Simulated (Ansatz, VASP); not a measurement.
**One calculation of NaLa, two programs**

The input POSCAR:

```
NaLa
1.0
    3.6062507687      0.0000000000      0.0000000000
   -1.8031253843      3.1231047781      0.0000000000
    0.0000000000      0.0000000000      6.4837820000
La Na
1 1
Direct
    0.3333333333      0.6666666667      0.5000000000
    0.0000000000      0.0000000000      0.0000000000
```

File INCAR.step1:

```
ALGO = Normal ; EDIFF = 1E-4
ENCUT = 520 ; GGA = PE
ISMEAR = -1 ; LASPH = True
LCHARG = False ; LREAL = False
LWAVE = True ; NBANDS = 16
NELM = 80 ; PREC = Accurate
SIGMA = 0.05
```

Contents of INCAR.step2:

```
ALGO = Normal ; EDIFF = 1E-6
ENCUT = 520 ; ISIF = 2
ISMEAR = -1 ; ISTART = 1
LASPH = True ; LCHARG = False
LMIXTAU = True ; LREAL = False
LWAVE = False ; METAGGA = R2SCAN
NBANDS = 16 ; NELM = 80
PREC = Accurate ; SIGMA = 0.05
```

File KPOINTS:

```
k-points
0
Gamma
  5 5 3
```

input.yaml

```yaml
crystal:
  lattice:
    - [3.6062507687, 0.0, 0.0]
    - [-1.8031253843, 3.1231047781, 0.0]
    - [0.0, 0.0, 6.483782]
  atoms:
    - { symbol: La, position: [0.3333333333, 0.6666666667, 0.5] }
    - { symbol: Na, position: [0.0, 0.0, 0.0] }
hamiltonian:
  xc: r2scan
  pseudopotentials: { kind: paw }
kpoints:
  mp_grid: { grid: [5, 5, 3] }
  band_path:
    path:
      - [[0.0, 0.0, 0.0], [0.5, 0.0, 0.0], [0.3333333333, 0.3333333333, 0.0], [0.0, 0.0, 0.0], [0.0, 0.0, 0.5], [0.5, 0.0, 0.5], [0.3333333333, 0.3333333333, 0.5], [0.0, 0.0, 0.5]]
      - [[0.5, 0.0, 0.5], [0.5, 0.0, 0.0]]
      - [[0.3333333333, 0.3333333333, 0.0], [0.3333333333, 0.3333333333, 0.5]]
    npoints: 14
scf:
  occupations: { method: fermi_dirac, width: 0.05 }
  n_extra_bands: 6
output:
  forces: true
  stress: true
  eigenvalues: true
  fatbands: false
```

Alike in both runs: functional r2SCAN; k mesh 5 × 5 × 3; occupations fermi-dirac, width 0.05 eV; no spin polarisation.

|  | VASP | Ansatz |
| --- | --- | --- |
| version | VASP 6.6.1 | Ansatz 0.2.0 |
| potentials or method | VASP PAW PBE potentials, release 64 (La, Na_pv) | Ansatz PAW |
| plane-wave cutoff (eV) | 520 | 500 |
| valence electrons in the cell | 18 | 20 |
| task | single point | band structure |

```tsv
	VASP	Ansatz	Ansatz less VASP
gap on the k mesh at the Fermi level (eV)	none	none	-
pressure (GPa)	0.3	0.2	-0.05
traceless stress, the component that is largest in VASP (GPa)	-0.30	-0.22	+0.079
```

VASP's potentials were made for PBE, not for r2SCAN. A gap of «none» marks a metal or a gap that the smearing closes. With one functional, cell and mesh, what is left measures potentials, basis and numerics. VASP's potentials hold 18 valence electrons a cell and Ansatz's 20, so a difference there can come from the potentials and not from the codes.

The k mesh is coarse, so the values compare programs but aren't converged. Spin-orbit coupling is off throughout. Noted on Ansatz's run: the magnetic or orbital state may not be the lowest.
